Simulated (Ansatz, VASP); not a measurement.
**Two plane-wave programs on Sb**

```
Sb
1.0
     4.06850    0.00000    0.00000
    -2.03425    3.52342    0.00000
     0.00000    0.00000   27.10000
Sb
2
Cartesian
  0.0000 2.3489 7.0000
  2.0343 1.1745 8.6500
```

Alike in both runs: functional PBE; dispersion D3(BJ); k mesh 12 × 12 × 1; occupations gaussian, width 0.03 eV; no spin polarisation.

Ansatz relaxed the structure, and its values are those at the end. VASP's run is a single point on that final structure, the one shown.

|  | VASP | Ansatz |
| --- | --- | --- |
| version | VASP 6.6.1 | Ansatz 0.2.0 |
| potentials or method | VASP PAW PBE potentials, release 64 (Sb_d_GW), cutoff 400 eV | scalar-relativistic, plane waves, PAW |
| valence electrons in the cell | 30 | 30 |

```tsv
	VASP	Ansatz	Ansatz less VASP
gap on the k mesh at the Fermi level (eV)	1.18	1.18	-0.002
least direct gap on the mesh (eV)	1.66	1.67	+0.002
```

Ansatz's warnings: slab cell height set, structure snapped to symmetry.

Spin-orbit coupling is off throughout.
